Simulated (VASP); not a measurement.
# Sn in VASP: a series of runs, part 2 of 2

VASP 6.6.1. The steps go on from the part before.

## (3) Single point, PBE+D3(BJ) (strain +0.0150 x Voigt [0, 0, 1, 0, 0, 0])

Contents of INCAR:

```
PREC = Accurate
ENCUT = 520
EDIFF = 1E-6
ISMEAR = 0
SIGMA = 0.15
LREAL = F
LASPH = T
NELM = 60
ALGO = Fast
ISIF = 2
LWAVE = F
LCHARG = F
GGA = PE
IVDW = 12
NBANDS = 13
```

Contents of KPOINTS:

```
Automatic mesh
0
Gamma
  24 24 24
```

Contents of POSCAR:

```
Sn
1.0
   -1.7544065426      1.7546136963      2.2000031069
    1.7544065426     -1.7546136963      2.2000031069
    1.7544065426      1.7546136963     -2.2000031069
Sn
1
Direct
    0.0000000000      0.0000000000      0.0000000000
```

Potentials or basis: VASP PAW PBE potentials, release 64 (Sn_d).

Run with:

```bash
> cat potpaw_PBE.64/Sn_d/POTCAR > POTCAR
> mpirun -np 1 vasp_std > vasp.out
```

OUTCAR:

```text
PREC = Accurate
   ENCUT = 520
   EDIFF = 1E-6
   ISMEAR = 0
   LREAL = F
   LASPH = T
   NELM = 60
   ISIF = 2
   GGA = PE
   IVDW = 12
 IVDW          = 12

 ion  position               nearest neighbor table
   1  0.000  0.000  0.000-

  LATTYP: Found a body centered orthorhombic cell.
 ALAT       =     3.5088130852
 B/A-ratio  =     1.0001180762
 C/A-ratio  =     1.2539870626

  Lattice vectors:

 A1 = (  -1.7544065426,   1.7546136963,   2.2000031069)
 A2 = (   1.7544065426,  -1.7546136963,   2.2000031069)
 A3 = (   1.7544065426,   1.7546136963,  -2.2000031069)

Analysis of symmetry for initial positions (statically):
=====================================================================
 Subroutine PRICEL returns:
 Original cell was already a primitive cell.

 Routine SETGRP: Setting up the symmetry group for a
 body centered orthorhombic supercell.

 Subroutine GETGRP returns: Found  8 space group operations
 (whereof  8 operations were pure point group operations)
 out of a pool of  8 trial point group operations.

The static configuration has the point symmetry D_2h.

Analysis of symmetry for dynamics (positions and initial velocities):
=====================================================================
 Subroutine PRICEL returns:
 Original cell was already a primitive cell.

 Routine SETGRP: Setting up the symmetry group for a
 body centered orthorhombic supercell.

 Subroutine GETGRP returns: Found  8 space group operations
 (whereof  8 operations were pure point group operations)
 out of a pool of  8 trial point group operations.

The dynamic configuration has the point symmetry D_2h.

 Subroutine INISYM returns: Found  8 space group operations
 (whereof  8 operations are pure point group operations),
 and found     1 'primitive' translations

----------------------------------------------------------------------------------------

                                     Primitive cell

  volume of cell :      27.0891

  direct lattice vectors                    reciprocal lattice vectors
    -1.754406543  1.754613696  2.200003107     0.000000000  0.284963010  0.227272406
     1.754406543 -1.754613696  2.200003107     0.284996657  0.000000000  0.227272406
     1.754406543  1.754613696 -2.200003107     0.284996657  0.284963010  0.000000000

  length of vectors
     3.316115983  3.316115983  3.316115983     0.364495080  0.364521387  0.403022346

  position of ions in fractional coordinates (direct lattice)
     0.000000000  0.000000000  0.000000000

  ion indices of the primitive-cell ions
   primitive index   ion index
                 1           1

----------------------------------------------------------------------------------------

 KPOINTS: Automatic mesh

Automatic generation of k-mesh.
 Grid dimensions read from file:
 generate k-points for:   24   24   24

 Generating k-lattice:

  Cartesian coordinates                     Fractional coordinates (reciprocal lattice)
     0.000000000  0.011873459  0.009469684     0.041666667  0.000000000  0.000000000
     0.011874861  0.000000000  0.009469684     0.000000000  0.041666667  0.000000000
     0.011874861  0.011873459  0.000000000     0.000000000  0.000000000  0.041666667

  Length of vectors
     0.015187295  0.015188391  0.016792598

  Shift w.r.t. Gamma in fractional coordinates (k-lattice)
     0.000000000  0.000000000  0.000000000

 Subroutine IBZKPT returns following result:
 ===========================================

 Found   1963 irreducible k-points:

 Following reciprocal coordinates:
            Coordinates               Weight
  0.000000  0.000000  0.000000      1.000000
  0.041667  0.000000  0.000000      4.000000
  0.083333  0.000000  0.000000      4.000000
  0.125000 -0.000000  0.000000      4.000000
  0.166667 -0.000000  0.000000      4.000000
  0.208333  0.000000 -0.000000      4.000000
[... 16 lines left out ...]
  0.375000  0.041667  0.000000      8.000000
  0.416667  0.041667  0.000000      8.000000
 [... further k-points ...]
   k-points           NKPTS =   1963   k-points in BZ     NKDIM =   1963   number of bands    NBANDS=     13
   number of dos      NEDOS =    301   number of ions     NIONS =      1
   total plane-waves  NPLWV =  21952
   dimension x,y,z NGX =    28 NGY =   28 NGZ =   28
   dimension x,y,z NGXF=    56 NGYF=   56 NGZF=   56
   ions per type =               1
   NGX,Y,Z   is equivalent  to a cutoff of  14.04, 14.04, 14.04 a.u.
   NGXF,Y,Z  is equivalent  to a cutoff of  28.07, 28.07, 28.07 a.u.
 SYSTEM =  unknown system
   PREC   = accura    normal or accurate (medium, high low for compatibility)
   ISTART =      0    job   : 0-new  1-cont  2-samecut
   ICHARG =      2    charge: 1-file 2-atom 10-const
   ISPIN  =      1    spin polarized calculation?
   LNONCOLLINEAR =      F non collinear calculations
   LSORBIT =      F    spin-orbit coupling
   LASPH  =      T    aspherical Exc in radial PAW
   ENCUT  =  520.0 eV  38.22 Ry    6.18 a.u.   6.17  6.17  6.17*2*pi/ulx,y,z
   NELM   =     60;   NELMIN=  2; NELMDL= -5     # of ELM steps
   EDIFF  = 0.1E-05   stopping-criterion for ELM
   LREAL  =      F    real-space projection
   EDIFFG = 0.1E-04   stopping-criterion for IOM
   NSW    =      0    number of steps for IOM
   IBRION =     -1    ionic relax: 0-MD 1-quasi-New 2-CG
   NFREE  =      0    steps in history (QN), initial steepest desc. (CG)
   ISIF   =      2    stress and relaxation
   ISYM   =      2    0-nonsym 1-usesym 2-fastsym
   POTIM  = 0.5000    time-step for ionic-motion
   TEBEG  =    0.0;   TEEND  =   0.0 temperature during run
   PSTRESS=    0.0 pullay stress
   NELECT =      14.0000    total number of electrons
   NUPDOWN=      -1.0000    fix difference up-down
   EMIN   =  10.00;   EMAX   =-10.00  energy-range for DOS
   EFERMI =   0.00;   METHOD = LEGACY
   ISMEAR =     0;   SIGMA  =   0.15  broadening in eV -4-tet -1-fermi 0-gaus
   EFERMI_NEDOS =   21; number of points for ismear=-14 and -15
   IALGO  =     68    algorithm
   IMIX   =      4    mixing-type and parameters
     AMIX     =   0.40;   BMIX     =  1.00
     AMIX_MAG =   1.60;   BMIX_MAG =  1.00
  volume/ion in A,a.u.               =      27.09       182.81
  Fermi-wavevector in a.u.,A,eV,Ry     =   1.313769  2.482664 23.483522  1.725990
  Thomas-Fermi vector in A             =   2.444069
   LORBIT       =      0    0 simple, 1 ext, 2 COOP (PROOUT), +10 PAW based schemes
   GGA     = PE    functional components
   LHFCALC =     F    Hartree Fock is set to
   AEXX    =    0.0000 exact exchange contribution
   IVDW    =    12    specifies the selected vdW correction
   LEPSILON=     F    determine dielectric tensor
   LRPA    =     F    only Hartree local field effects (RPA)
 non-spin polarized calculation
 RMM-DIIS sequential band-by-band and
 Gauss-broadening in eV      SIGMA  =   0.15
  energy-cutoff  :      520.00
  volume of cell :       27.09
 maximum number of plane-waves:       756
 NGX is ok and might be reduce to    28
   NGX = 13   NGY = 13   NGZ = 13

 number of electron      14.0000004 magnetization

 Free energy of the ion-electron system (eV)
  ---------------------------------------------------
  ext. energy  EPLUGINS =         0.00000000
  ---------------------------------------------------
  free energy    TOTEN  =        -3.78296784 eV

  energy without entropy =       -3.77642450  energy(sigma->0) =       -3.77969617

 E-fermi :   8.1987     XC(G=0): -10.3799

 val. band max:        8.1975928383   @ k =  -0.3750  -0.2500   0.2500
 cond. band min:       8.1995079955   @ k =  -0.2500  -0.3750   0.2500
 fundamental gap:      0.0019151571
 Fermi energy:         8.1987323535

 k-point     1 :       0.0000    0.0000    0.0000
  band No.  band energies     occupation
      1     -13.4131      2.00000
      2     -13.4130      2.00000
      3     -13.3573      2.00000
      4     -13.3454      2.00000
      5     -13.2779      2.00000
      6      -2.9813      2.00000
      7      15.7878      0.00000
      8      16.0305      0.00000
      9      16.0328      0.00000
     10      18.9583      0.00000
     11      20.0124      0.00000
     12      20.0152      0.00000
     13      20.5209      0.00000
[... 354 lines left out ...]
  band No.  band energies     occupation
      1     -13.4174      2.00000
      2     -13.3913      2.00000
      3     -13.3465      2.00000
      4     -13.2597      2.00000
      5     -13.2263      2.00000
      6       0.8049      2.00000
      7       4.4047      2.00000
      8      12.7737      0.00000
      9      14.3898      0.00000
     10      17.7733      0.00000
     11      18.2003      0.00000
     12      19.2906      0.00000
     13      21.1596      0.00000

 [... further k-points ...]

------------------------ aborting loop because EDIFF is reached ----------------------------------------

 Edisp (eV)   -0.38622

 E8    (eV) :    -0.1854

  FORCE on cell =-STRESS in cart. coord.  units (eV):
  Direction    XX          YY          ZZ          XY          YZ          ZX
  --------------------------------------------------------------------------------------
  -------------------------------------------------------------------------------------
  Total      -0.12905    -0.12926    -0.11397     0.00000     0.00000     0.00000
  in kB      -7.63257    -7.64479    -6.74074     0.00000     0.00000     0.00000
  external pressure =       -7.34 kB  Pullay stress =        0.00 kB

 VOLUME and BASIS-vectors are now :
 -----------------------------------------------------------------------------
  energy-cutoff  :      520.00
  volume of cell :       27.09
      direct lattice vectors                 reciprocal lattice vectors
    -1.754406543  1.754613696  2.200003107     0.000000000  0.284963010  0.227272406
     1.754406543 -1.754613696  2.200003107     0.284996657  0.000000000  0.227272406
     1.754406543  1.754613696 -2.200003107     0.284996657  0.284963010  0.000000000

 POSITION                                       TOTAL-FORCE (eV/Angst)
 -----------------------------------------------------------------------------------
      0.00000      0.00000      0.00000         0.000000      0.000000      0.000000
 -----------------------------------------------------------------------------------
    total drift:                               -0.000000     -0.000000     -0.000000

  FREE ENERGIE OF THE ION-ELECTRON SYSTEM (eV)
  ---------------------------------------------------
  free  energy   TOTEN  =        -4.1691856928 eV

  energy  without entropy=       -4.1626423477  energy(sigma->0) =       -4.16591402
```

Run time: 5.1 min. Hardware: 1 thread of Intel Xeon 6975P-C (Granite Rapids), shared host; peak memory 0.71 GiB.

Results:

```
Free energy                : -4.1692 eV
Pressure                   : -0.7 GPa
Band gap on the k mesh     : zero (band 7 reaches 15.79 eV, above the bottom of band 8 at 5.95 eV)
Dispersion energy per atom : -0.386 eV
```

Stress tensor (GPa, compression positive):
```
-0.76  0.00  0.00
 0.00 -0.76  0.00
 0.00  0.00 -0.67
```

Levels at points of the mesh, in eV from the Fermi level:
| k point | band 5 | band 6 | band 7 | band 8 | band 9 | band 10 |
| --- | --- | --- | --- | --- | --- | --- |
| (0.00, 0.00, 0.00) | -21.48 | -11.18 | 7.59 | 7.83 | 7.83 | 10.76 |
| (0.50, 0.00, 0.00) | -21.42 | -6.78 | -4.65 | 4.84 | 6.32 | 9.35 |
| (0.00, 0.50, 0.00) | -21.42 | -6.78 | -4.65 | 4.83 | 6.32 | 9.35 |
| (0.50, 0.50, 0.00) | -21.39 | -5.48 | -4.00 | 2.29 | 3.06 | 6.07 |
| (0.50, 0.50, 0.50) | -21.41 | -3.74 | -2.84 | 1.05 | 1.05 | 4.32 |

Caveat: the cell differs from its parent crystal (strain +0.0150 x Voigt [0, 0, 1, 0, 0, 0]); spin-orbit coupling is left out, which moves the levels of the heavy elements; pairwise dispersion overbinds metals, which lowers pressure and volume.
